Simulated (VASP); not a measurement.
A run of VASP 6.6.1 is set up as follows.

File INCAR:

```
SYSTEM = Si2Ge
ALGO = Normal ; EDIFF = 1E-6
ENCUT = 500 ; GGA = PE
GGA_COMPAT = .FALSE. ; ISIF = 2
ISMEAR = 0 ; LASPH = .TRUE.
LCHARG = .FALSE. ; LREAL = .FALSE.
LWAVE = .FALSE. ; NBANDS = 18
NELM = 120 ; PREC = Accurate
SIGMA = 0.1
```

File KPOINTS:

```
k-points
0
G
  6 6 4
  0 0 0
```

File POSCAR:

```
Si2Ge
1.0
    2.8609793400      0.0000000000      0.0000000000
   -1.4304896700      2.4776807900      0.0000000000
    0.0000000000      0.0000000000      7.0079395400
Si Ge
2 1
Direct
    0.6666666700      0.3333333300      0.8333333300
    0.3333333300      0.6666666700      0.1666666700
    0.0000000000      0.0000000000      0.5000000000
```

Potentials or basis: VASP PAW PBE potentials, release 64 (Si, Ge_d).

The run is started by

```console
$ cat potpaw_PBE.64/Si/POTCAR potpaw_PBE.64/Ge_d/POTCAR > POTCAR
$ mpirun -np 1 vasp_std > vasp.out
```

Q: Estimate the band gap on the k mesh.

A: Zero (bands 11 and 12 overlap by 10.36 eV).

Q: Estimate the pressure.

A: -0.6 GPa.

Q: What does it give for the largest force?

A: 0.538 eV/Å.

Stress tensor (GPa, compression positive):
```
-0.59  0.00  0.00
 0.00 -0.59  0.00
 0.00  0.00 -0.68
```

Caveat: the k points lie up to 0.42 Å⁻¹ apart, too coarse for converged energies and pressures of a metal.
